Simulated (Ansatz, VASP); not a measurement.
## FeSi in VASP and in Ansatz

File INCAR:

```
SYSTEM = FeSi
PREC = Accurate
ENCUT = 520
EDIFF = 1E-6
ISMEAR = 0
SIGMA = 0.01
LREAL = .FALSE.
LASPH = .TRUE.
NELM = 100
ALGO = Normal
ISIF = 2
LWAVE = .FALSE.
LCHARG = .FALSE.
GGA = PE
IBRION = 2
NSW = 50
EDIFFG = -0.01
```

KPOINTS

```
regular mesh
0
G
  8 8 8
  0 0 0
```

The input POSCAR:

```
FeSi
1.0
    4.5352018846      0.0000000000      0.0000000000
    0.0000000000      4.5352018846      0.0000000000
    0.0000000000      0.0000000000      4.5352018846
Fe Si
4 4
Direct
    0.1345095135      0.1345095135      0.1345095135
    0.3654904865      0.8654904865      0.6345095135
    0.6345095135      0.3654904865      0.8654904865
    0.8654904865      0.6345095135      0.3654904865
    0.8400474509      0.8400474509      0.8400474509
    0.6599525491      0.1599525491      0.3400474509
    0.3400474509      0.6599525491      0.1599525491
    0.1599525491      0.3400474509      0.6599525491
```

Input for Ansatz:

```yaml
crystal:
  lattice:
    - [4.5352018846, 0.0, 0.0]
    - [0.0, 4.5352018846, 0.0]
    - [0.0, 0.0, 4.5352018846]
  atoms:
    - { symbol: Fe, position: [0.1345095135, 0.1345095135, 0.1345095135] }
    - { symbol: Fe, position: [0.3654904865, 0.8654904865, 0.6345095135] }
    - { symbol: Fe, position: [0.6345095135, 0.3654904865, 0.8654904865] }
    - { symbol: Fe, position: [0.8654904865, 0.6345095135, 0.3654904865] }
    - { symbol: Si, position: [0.8400474509, 0.8400474509, 0.8400474509] }
    - { symbol: Si, position: [0.6599525491, 0.1599525491, 0.3400474509] }
    - { symbol: Si, position: [0.3400474509, 0.6599525491, 0.1599525491] }
    - { symbol: Si, position: [0.1599525491, 0.3400474509, 0.6599525491] }
basis:
  ecutwfc: 600.0
kpoints:
  mp_grid: { grid: [8, 8, 8] }
hamiltonian:
  xc: pbe
  pseudopotentials: { kind: paw }
scf:
  occupations: { method: gaussian, width: 0.01 }
output:
  forces: true
  stress: true
  eigenvalues: true
relax:
  adjacent_minimum: "off"
  f_tol: 0.01
  max_steps: 30
```

Alike in both runs: task relaxation of the atoms; functional PBE; k mesh 8 × 8 × 8; occupations gaussian, width 0.01 eV; no spin polarisation.

|  | VASP | Ansatz |
| --- | --- | --- |
| version | VASP 6.6.1 | Ansatz 0.2.0 |
| potentials or method | VASP PAW PBE potentials, release 64 (Fe, Si), cutoff 520 eV | scalar-relativistic, plane waves, PAW |
| valence electrons in the cell | 48 | 80 |

|  | VASP | Ansatz | Ansatz less VASP |
| --- | --- | --- | --- |
| gap on the k mesh at the Fermi level, each at its own relaxed structure (eV) | 0.16 | 0.17 | +0.010 |

VASP's potentials hold 48 valence electrons a cell and Ansatz's 80, so a difference there can come from the potentials and not from the codes. Ansatz's warnings: stress scf threshold loose.
